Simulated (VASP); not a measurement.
# Y (I4/mmm) in VASP: notebook

The runs below take Y through single point, with r2SCAN.

All numbers are computed with VASP 6.6.1; they aren't measurements. Logs are shortened: lines on timing, memory, paths and dates and some standing lists are left out, and cuts for length are marked.

## Step 1: The cell of the first run

The structure is tetragonal, space group I4/mmm (No. 139). The conventional cell has a = 3.514 Å, b = 3.514 Å, c = 4.597 Å, α = 90.00°, β = 90.00°, γ = 90.00°. Within 4.6 Å of Y (site symmetry 4/mmm) lie 14 Y at 3.39 to 4.60 Å.

## Step 2: Single point, r2SCAN (strain -0.0750 x Voigt [0, 0, 1, 0, 0, 0])

The input, POSCAR:

```
Y
1.0
    0.0000000000      2.4850000000      2.2986250000
    2.4850000000      0.0000000000      2.2986250000
    2.4850000000      2.4850000000      0.0000000000
Y
1
Direct
    0.0000000000      0.0000000000      0.0000000000
```

The input, INCAR.step1:

```
PREC     = Accurate       # precision mode
ENCUT    = 520            # plane-wave cutoff, eV
ISMEAR   = 0              # smearing method
SIGMA    = 0.15           # smearing width, eV
LREAL    = F              # projectors in reciprocal space
LASPH    = T              # aspherical terms in the spheres
NELM     = 100            # most SCF steps
NBANDS   = 12             # bands
GGA      = PE             # functional
ALGO     = Normal         # electronic algorithm
EDIFF    = 1E-4           # SCF threshold, eV
LWAVE    = T              # write WAVECAR
LCHARG   = F              # write CHGCAR
```

The input, INCAR.step2:

```
PREC     = Accurate       # precision mode
ENCUT    = 520            # plane-wave cutoff, eV
EDIFF    = 1E-6           # SCF threshold, eV
ISMEAR   = 0              # smearing method
SIGMA    = 0.15           # smearing width, eV
LREAL    = F              # projectors in reciprocal space
LASPH    = T              # aspherical terms in the spheres
NELM     = 100            # most SCF steps
ALGO     = Normal         # electronic algorithm
ISIF     = 2              # what is computed and relaxed
LWAVE    = F              # write WAVECAR
LCHARG   = F              # write CHGCAR
METAGGA  = R2SCAN         # meta-GGA
LMIXTAU  = T            
NBANDS   = 12             # bands
ISTART   = 1
```

The input, KPOINTS:

```
regular mesh
0
Gamma
  16 16 16
```

Potentials or basis: VASP PAW PBE potentials, release 64 (Y_sv).

Started as:

```sh
$ cat potpaw_PBE.64/Y_sv/POTCAR > POTCAR
$ cp INCAR.step1 INCAR
$ mpirun -np 1 vasp_std > vasp.out
$ cp INCAR.step2 INCAR
$ mpirun -np 1 vasp_std > vasp.out
```

OUTCAR:

```text
PREC = Accurate
   ENCUT = 520
   EDIFF = 1E-6
   ISMEAR = 0
   LREAL = F
   LASPH = T
   NELM = 100
   ISIF = 2
   METAGGA = R2SCAN
   ISTART = 1

 ion  position               nearest neighbor table
   1  0.000  0.000  0.000-

  LATTYP: Found a body centered tetragonal cell.
 ALAT       =     3.5143207025
 C/A-ratio  =     1.3081475452

  Lattice vectors:

 A1 = (   0.0000000000,  -2.4850000000,  -2.2986250000)
 A2 = (   0.0000000000,   2.4850000000,  -2.2986250000)
 A3 = (   2.4850000000,   0.0000000000,   2.2986250000)

Analysis of symmetry for initial positions (statically):
=====================================================================
 Subroutine PRICEL returns:
 Original cell was already a primitive cell.

 Routine SETGRP: Setting up the symmetry group for a
 body centered tetragonal supercell.

 Subroutine GETGRP returns: Found 16 space group operations
 (whereof 16 operations were pure point group operations)
 out of a pool of 16 trial point group operations.

The static configuration has the point symmetry D_4h.

Analysis of symmetry for dynamics (positions and initial velocities):
=====================================================================
 Subroutine PRICEL returns:
 Original cell was already a primitive cell.

 Routine SETGRP: Setting up the symmetry group for a
 body centered tetragonal supercell.

 Subroutine GETGRP returns: Found 16 space group operations
 (whereof 16 operations were pure point group operations)
 out of a pool of 16 trial point group operations.

The dynamic configuration has the point symmetry D_4h.

 Subroutine INISYM returns: Found 16 space group operations
 (whereof 16 operations are pure point group operations),
 and found     1 'primitive' translations

----------------------------------------------------------------------------------------

                                     Primitive cell

  volume of cell :      28.3891

  direct lattice vectors                    reciprocal lattice vectors
     0.000000000  2.485000000  2.298625000    -0.201207243  0.201207243  0.217521344
     2.485000000  0.000000000  2.298625000     0.201207243 -0.201207243  0.217521344
     2.485000000  2.485000000  0.000000000     0.201207243  0.201207243 -0.217521344

  length of vectors
     3.385099982  3.385099982  3.514320702     0.358167900  0.358167900  0.358167900

  position of ions in fractional coordinates (direct lattice)
[... 83 lines left out ...]
   ISIF   =      2    stress and relaxation
   ISYM   =      2    0-nonsym 1-usesym 2-fastsym
   POTIM  = 0.5000    time-step for ionic-motion
   TEBEG  =    0.0;   TEEND  =   0.0 temperature during run
   PSTRESS=    0.0 pullay stress
   NELECT =      11.0000    total number of electrons
   NUPDOWN=      -1.0000    fix difference up-down
   EMIN   =  10.00;   EMAX   =-10.00  energy-range for DOS
   EFERMI =   0.00;   METHOD = LEGACY
   ISMEAR =     0;   SIGMA  =   0.15  broadening in eV -4-tet -1-fermi 0-gaus
   EFERMI_NEDOS =   21; number of points for ismear=-14 and -15
   IALGO  =     38    algorithm
   IMIX   =      4    mixing-type and parameters
     AMIX     =   0.40;   BMIX     =  1.00
     AMIX_MAG =   1.60;   BMIX_MAG =  1.00
  volume/ion in A,a.u.               =      28.39       191.58
  Fermi-wavevector in a.u.,A,eV,Ry     =   1.193499  2.255386 19.380684  1.424440
  Thomas-Fermi vector in A             =   2.329512
   LORBIT       =      0    0 simple, 1 ext, 2 COOP (PROOUT), +10 PAW based schemes
   METAGGA = R2SCAN    functional components
   LHFCALC =     F    Hartree Fock is set to
   AEXX    =    0.0000 exact exchange contribution
   IVDW    =     0    specifies the selected vdW correction
   LEPSILON=     F    determine dielectric tensor
   LRPA    =     F    only Hartree local field effects (RPA)
 non-spin polarized calculation
 Gauss-broadening in eV      SIGMA  =   0.15
  energy-cutoff  :      520.00
  volume of cell :       28.39
 maximum number of plane-waves:       789
 NGX is ok and might be reduce to    28
   NGX = 13   NGY = 13   NGZ = 13

 number of electron      11.0000000 magnetization

 Free energy of the ion-electron system (eV)
  ---------------------------------------------------
  ext. energy  EPLUGINS =         0.00000000
  ---------------------------------------------------
  free energy    TOTEN  =       -20.12193886 eV

  energy without entropy =      -20.10732977  energy(sigma->0) =      -20.11463432

 E-fermi :   3.8527     XC(G=0): -10.7064

 val. band max:        3.8521613867   @ k =  -0.3125   0.2500   0.0000
 cond. band min:       3.8569143265   @ k =  -0.1875   0.5000   0.3125
 fundamental gap:      0.0047529398
 Fermi energy:         3.8527321405

 k-point     1 :       0.0000    0.0000    0.0000
  band No.  band energies     occupation
      1     -40.0183      2.00000
      2     -18.9260      2.00000
      3     -18.9194      2.00000
      4     -18.9194      2.00000
      5      -1.3024      2.00000
      6       5.8696      0.00000
      7       5.8696      0.00000
      8       6.4891      0.00000
      9       8.0021      0.00000
     10       8.9400      0.00000
     11      13.6051      0.00000
     12      16.9183      0.00000
[... 331 lines left out ...]
 k-point    24 :      -0.0625    0.0625    0.0000
  band No.  band energies     occupation
      1     -40.0065      2.00000
      2     -18.9988      2.00000
      3     -18.9530      2.00000
      4     -18.9292      2.00000
      5      -1.0059      2.00000
      6       5.5854      0.00000
      7       6.0087      0.00000
      8       6.5950      0.00000
      9       7.7334      0.00000
     10       8.7966      0.00000
     11      14.2881      0.00000
     12      16.4544      0.00000

 [... further k-points ...]

------------------------ aborting loop because EDIFF is reached ----------------------------------------

  FORCE on cell =-STRESS in cart. coord.  units (eV):
  Direction    XX          YY          ZZ          XY          YZ          ZX
  --------------------------------------------------------------------------------------
  -------------------------------------------------------------------------------------
  Total        1.2656930      1.2656930      1.4957835      0.0000000     -0.0000000      0.0000000
  in kB       71.4312182     71.4312182     84.4167064      0.0000000     -0.0000000      0.0000000
  external PRESSURE =      75.7597143 kB  Pullay stress =       0.0000000 kB

 VOLUME and BASIS-vectors are now :
 -----------------------------------------------------------------------------
  energy-cutoff  :      520.00
  volume of cell :       28.39
      direct lattice vectors                 reciprocal lattice vectors
     0.000000000  2.485000000  2.298625000    -0.201207243  0.201207243  0.217521344
     2.485000000  0.000000000  2.298625000     0.201207243 -0.201207243  0.217521344
     2.485000000  2.485000000  0.000000000     0.201207243  0.201207243 -0.217521344

 POSITION                                       TOTAL-FORCE (eV/Angst)
 -----------------------------------------------------------------------------------
      0.00000      0.00000      0.00000        -0.000000     -0.000000      0.000000
 -----------------------------------------------------------------------------------
    total drift:                               -0.000000     -0.000000     -0.000000

  FREE ENERGIE OF THE ION-ELECTRON SYSTEM (eV)
  ---------------------------------------------------
  free  energy   TOTEN  =       -20.1219388584 eV

  energy  without entropy=      -20.1073297737  energy(sigma->0) =      -20.11463432
```

OSZICAR.step1:

```text
N       E                     dE             d eps       ncg     rms          rms(c)
DAV:   1     0.257469754533E+02    0.25747E+02   -0.56533E+03  8416   0.846E+02
DAV:   2    -0.515934735024E+01   -0.30906E+02   -0.29982E+02 10192   0.169E+02
DAV:   3    -0.643613412328E+01   -0.12768E+01   -0.12576E+01 11672   0.224E+01
DAV:   4    -0.646769287368E+01   -0.31559E-01   -0.31540E-01  9368   0.333E+00
DAV:   5    -0.646833865996E+01   -0.64579E-03   -0.64576E-03 10744   0.367E-01    0.239E+01
DAV:   6    -0.634647341198E+01    0.12187E+00   -0.17497E-01  9204   0.284E+00    0.146E+01
DAV:   7    -0.633749187864E+01    0.89815E-02   -0.25894E-01 10308   0.347E+00    0.131E+00
DAV:   8    -0.633405302669E+01    0.34389E-02   -0.31795E-02  9608   0.142E+00    0.260E-01
DAV:   9    -0.633393008787E+01    0.12294E-03   -0.68284E-04 10284   0.211E-01    0.690E-02
DAV:  10    -0.633392065385E+01    0.94340E-05   -0.74564E-05  5844   0.810E-02
   1 F= -.63339207E+01 E0= -.63265513E+01  d E =-.147387E-01
```

Run time: 3.2 min. Hardware: 1 thread of Intel Xeon 6975P-C (Granite Rapids), shared host; peak memory 0.29 GiB.

Results:

| Quantity | Value |
| --- | --- |
| Free energy | -20.1219 eV |
| Pressure | 7.6 GPa |
| Band gap on the k mesh | zero (an odd number of electrons rules out a gap without spin polarisation) |

Stress tensor (GPa, compression positive):
```
7.14 0.00 0.00
0.00 7.14 0.00
0.00 0.00 8.44
```

Levels at points of the mesh, in eV from the Fermi level:
```tsv
k point	band 1	band 2	band 3	band 4	band 5	band 6	band 7	band 8	band 9	band 10
(0.00, 0.00, 0.00)	-43.87	-22.78	-22.77	-22.77	-5.16	2.02	2.02	2.64	4.15	5.09
(0.50, 0.00, 0.00)	-43.74	-23.70	-22.93	-22.85	-2.18	0.94	1.54	2.41	6.14	6.67
(0.50, 0.50, 0.00)	-43.68	-23.62	-23.16	-23.16	-2.17	-1.37	3.58	6.43	6.89	6.89
(0.50, 0.00, 0.50)	-43.71	-23.64	-23.12	-23.00	-2.17	-0.99	2.36	6.35	6.52	7.23
```

Caveat: the cell differs from its parent crystal (strain -0.0750 x Voigt [0, 0, 1, 0, 0, 0]); the cell stands under pressure; the PAW data sets were made with another functional, which shifts forces and pressure a little.

## Step 3: Single point, r2SCAN (strain -0.0375 x Voigt [0, 0, 1, 0, 0, 0])

The input, POSCAR:

```
Y
1.0
    0.0000000000      2.4850000000      2.3918125000
    2.4850000000      0.0000000000      2.3918125000
    2.4850000000      2.4850000000      0.0000000000
Y
1
Direct
    0.0000000000      0.0000000000      0.0000000000
```

The input, INCAR.step1:

```
  PREC = Accurate
  ENCUT = 520
  ISMEAR = 0
  SIGMA = 0.15
  LREAL = F
  LASPH = T
  NELM = 80
  NBANDS = 12
  GGA = PE
  ALGO = Normal
  EDIFF = 1E-4
  LWAVE = T
  LCHARG = F
```

The input, INCAR.step2:

```
  PREC = Accurate
  ENCUT = 520
  EDIFF = 1E-6
  ISMEAR = 0
  SIGMA = 0.15
  LREAL = F
  LASPH = T
  NELM = 80
  ALGO = Normal
  ISIF = 2
  LWAVE = F
  LCHARG = T
  METAGGA = R2SCAN
  LMIXTAU = T
  LELF = T
  LVHAR = T
  NBANDS = 12
  ISTART = 1
```

KPOINTS is that of step 2.

Potentials or basis: VASP PAW PBE potentials, release 64 (Y_sv).

Started as:

```sh
$ cat potpaw_PBE.64/Y_sv/POTCAR > POTCAR
$ cp INCAR.step1 INCAR
$ mpirun -np 1 vasp_std > vasp.out
$ cp INCAR.step2 INCAR
$ mpirun -np 1 vasp_std > vasp.out
```

OUTCAR:

```text
PREC = Accurate
   ENCUT = 520
   EDIFF = 1E-6
   ISMEAR = 0
   LREAL = F
   LASPH = T
   NELM = 80
   ISIF = 2
   METAGGA = R2SCAN
   ISTART = 1

 ion  position               nearest neighbor table
   1  0.000  0.000  0.000-

  LATTYP: Found a body centered tetragonal cell.
 ALAT       =     3.5143207025
 C/A-ratio  =     1.3611805538

  Lattice vectors:

 A1 = (   0.0000000000,  -2.4850000000,  -2.3918125000)
[... 538 lines left out ...]
      9       7.6511      0.00000
     10       8.3224      0.00000
     11      13.9019      0.00000
     12      16.0548      0.00000

 [... further k-points ...]

------------------------ aborting loop because EDIFF is reached ----------------------------------------

  FORCE on cell =-STRESS in cart. coord.  units (eV):
  Direction    XX          YY          ZZ          XY          YZ          ZX
  --------------------------------------------------------------------------------------
  -------------------------------------------------------------------------------------
  Total        0.9368697      0.9368697      1.0533529      0.0000000      0.0000000      0.0000000
  in kB       50.8135905     50.8135905     57.1313597      0.0000000      0.0000000      0.0000000
  external PRESSURE =      52.9195136 kB  Pullay stress =       0.0000000 kB

 VOLUME and BASIS-vectors are now :
 -----------------------------------------------------------------------------
  energy-cutoff  :      520.00
  volume of cell :       29.54
      direct lattice vectors                 reciprocal lattice vectors
     0.000000000  2.485000000  2.391812500    -0.201207243  0.201207243  0.209046487
     2.485000000  0.000000000  2.391812500     0.201207243 -0.201207243  0.209046487
     2.485000000  2.485000000  0.000000000     0.201207243  0.201207243 -0.209046487

 POSITION                                       TOTAL-FORCE (eV/Angst)
 -----------------------------------------------------------------------------------
      0.00000      0.00000      0.00000         0.000000     -0.000000      0.000000
 -----------------------------------------------------------------------------------
    total drift:                               -0.000000     -0.000000     -0.000000

  FREE ENERGIE OF THE ION-ELECTRON SYSTEM (eV)
  ---------------------------------------------------
  free  energy   TOTEN  =       -20.1726088291 eV

  energy  without entropy=      -20.1573696211  energy(sigma->0) =      -20.16498923
```

OSZICAR.step1:

```text
N       E                     dE             d eps       ncg     rms          rms(c)
DAV:   1     0.257349163979E+02    0.25735E+02   -0.56020E+03  8392   0.841E+02
DAV:   2    -0.517481281278E+01   -0.30910E+02   -0.30045E+02 10072   0.169E+02
DAV:   3    -0.649485877456E+01   -0.13200E+01   -0.13005E+01 11820   0.225E+01
DAV:   4    -0.652626829973E+01   -0.31410E-01   -0.31389E-01  9592   0.335E+00
DAV:   5    -0.652688847508E+01   -0.62018E-03   -0.62015E-03 10796   0.357E-01    0.233E+01
DAV:   6    -0.639631229119E+01    0.13058E+00   -0.17857E-01  9084   0.285E+00    0.143E+01
DAV:   7    -0.638283685919E+01    0.13475E-01   -0.26435E-01 10172   0.349E+00    0.127E+00
DAV:   8    -0.637935171759E+01    0.34851E-02   -0.33058E-02  9696   0.143E+00    0.251E-01
DAV:   9    -0.637922736512E+01    0.12435E-03   -0.68048E-04 10336   0.211E-01    0.715E-02
DAV:  10    -0.637921316171E+01    0.14203E-04   -0.89747E-05  5984   0.875E-02
   1 F= -.63792132E+01 E0= -.63716703E+01  d E =-.150858E-01
```

Run time: 4 min. Hardware: 1 thread of Intel Xeon 6975P-C (Granite Rapids), shared host; peak memory 0.29 GiB.

What came out:

* Free energy: -20.1726 eV
* Pressure: 5.3 GPa
* Band gap on the k mesh: zero (an odd number of electrons rules out a gap without spin polarisation)

Levels at points of the mesh, in eV from the Fermi level:
```tsv
k point	band 3	band 4	band 5	band 6	band 7	band 8
(0.00, 0.00, 0.00)	-22.89	-22.89	-5.12	2.06	2.06	2.36
(0.50, 0.00, 0.00)	-23.02	-22.98	-2.13	0.77	1.73	2.13
(0.50, 0.50, 0.00)	-23.21	-23.21	-2.06	-1.16	2.91	6.21
(0.50, 0.00, 0.50)	-23.19	-23.13	-2.06	-0.99	2.33	6.21
```

Caveat: the cell differs from its parent crystal (strain -0.0375 x Voigt [0, 0, 1, 0, 0, 0]); the cell stands under pressure; the PAW data sets were made with another functional, which shifts forces and pressure a little.

## Step 4: Single point, r2SCAN (strain +0.0750 x Voigt [0, 0, 1, 0, 0, 0])

The input, POSCAR:

```
Y
1.0
    0.0000000000      2.4850000000      2.6713750000
    2.4850000000      0.0000000000      2.6713750000
    2.4850000000      2.4850000000      0.0000000000
Y
1
Direct
    0.0000000000      0.0000000000      0.0000000000
```

The input, INCAR.step1:

```
PREC = Accurate
ENCUT = 520
ISMEAR = 0
SIGMA = 0.15
LREAL = False
LASPH = True
NELM = 60
NBANDS = 12
GGA = PE
ALGO = Normal
EDIFF = 1E-4
LWAVE = True
LCHARG = False
```

The input, INCAR.step2:

```
PREC = Accurate
ENCUT = 520
EDIFF = 1E-7
ISMEAR = 0
SIGMA = 0.15
LREAL = False
LASPH = True
NELM = 60
ALGO = Normal
ISIF = 2
LWAVE = False
LCHARG = True
METAGGA = R2SCAN
LMIXTAU = True
LELF = True
LVHAR = True
NBANDS = 12
ISTART = 1
```

The input, KPOINTS:

```
Automatic mesh
0
Gamma
  16 16 16
```

Started as:

```sh
$ cat potpaw_PBE.64/Y_sv/POTCAR > POTCAR
$ cp INCAR.step1 INCAR
$ mpirun -np 1 vasp_std > vasp.out
$ cp INCAR.step2 INCAR
$ mpirun -np 1 vasp_std > vasp.out
```

Run time: 5.1 min. Hardware: 1 thread of Intel Xeon 6975P-C (Granite Rapids), shared host; peak memory 0.3 GiB.

It converged, with:

```yaml
Free_energy: -20.2246 eV
Pressure: 0.3 GPa
Band_gap_on_the_k_mesh: zero (an odd number of electrons rules out a gap without spin polarisation)
```

Stress tensor (GPa, compression positive):
```
 0.75  0.00  0.00
 0.00  0.75  0.00
 0.00  0.00 -0.64
```

Levels at points of the mesh, in eV from the Fermi level:
```tsv
k point	band 1	band 2	band 3	band 4	band 5	band 6	band 7	band 8	band 9	band 10
(0.00, 0.00, 0.00)	-44.23	-23.27	-23.27	-23.26	-4.98	1.68	2.25	2.25	3.66	4.52
(0.50, 0.00, 0.00)	-44.16	-23.84	-23.36	-23.32	-1.98	0.41	1.54	2.18	5.39	5.71
(0.50, 0.50, 0.00)	-44.15	-23.78	-23.43	-23.43	-1.81	-0.66	1.34	5.64	5.95	5.95
(0.50, 0.00, 0.50)	-44.13	-23.81	-23.54	-23.43	-1.76	-0.87	2.30	5.49	5.62	6.26
```

Caveat: the cell differs from its parent crystal (strain +0.0750 x Voigt [0, 0, 1, 0, 0, 0]); the PAW data sets were made with another functional, which shifts forces and pressure a little.

## Step 5: Summary

| cell | gap on the mesh (eV) | pressure (GPa) |
| --- | --- | --- |
| a = 3.385, b = 3.385, c = 3.514 Å, angles 58.7, 58.7, 62.5°, 1 atom | none | 7.6 |
| a = 3.449, b = 3.449, c = 3.514 Å, angles 59.4, 59.4, 61.3°, 1 atom | none | 5.3 |
| a = 3.648, b = 3.648, c = 3.514 Å, angles 61.2, 61.2, 57.6°, 1 atom | none | 0.3 |

Alike in all rows: task single point; level r2SCAN; potentials or basis VASP PAW PBE potentials, release 64 (Y_sv); no spin polarisation; k mesh 16 × 16 × 16; cutoff (eV) 520; smearing gaussian 0.15 eV.

Caveats: the PAW data sets were made with another functional, which shifts forces and pressure a little; the cell stands under pressure (at least some runs).

Total energies depend on the potentials used, so only differences within one code and one set of settings carry meaning.
